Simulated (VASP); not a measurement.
Input of a VASP 6.6.1 run:

File INCAR:

```
SYSTEM = SrO
ALGO = Normal
EDIFF = 1E-8
ENCUT = 600
GGA = PS
IBRION = 6
ISIF = 3
ISMEAR = 0
LASPH = .True.
LCHARG = .False.
LREAL = .False.
LWAVE = .False.
NBANDS = 15
NELM = 100
NFREE = 2
NSW = 1
POTIM = 0.015
PREC = Accurate
SIGMA = 0.01
```

The input KPOINTS:

```
k-points
0
Gamma
  8 8 8
  0 0 0
```

Contents of POSCAR:

```
SrO
1.0
    0.0000000000      2.5281230563      2.5281230563
    2.5281230563      0.0000000000      2.5281230563
    2.5281230563      2.5281230563      0.0000000000
Sr O
1 1
Direct
    0.5000000000      0.5000000000      0.5000000000
    0.0000000000      0.0000000000      0.0000000000
```

Potentials or basis: VASP PAW PBE potentials, release 64 (Sr_sv, O).

Run with:

```console
$ cat potpaw_PBE.64/Sr_sv/POTCAR potpaw_PBE.64/O/POTCAR > POTCAR
$ mpirun -np 1 vasp_std > vasp.out
```

**Question.** What does it give for the elastic constants C11, C12, C44?

**Answer.** 228, 51, 54 GPa.

**Question.** Predict the Voigt bulk modulus.

**Answer.** 110 GPa.

**Question.** Estimate the highest phonon frequency at Γ, LO-TO splitting left out.

**Answer.** 234 cm⁻¹.

Phonon frequencies in cm⁻¹ (negative: imaginary):
```
              q point        frequencies
(0.000, 0.000, 0.000)  0 0 0 234 234 234
```

Caveat: the cell is under stress, which shifts elastic constants; the PAW data sets were made with another functional, which shifts forces and pressure a little.
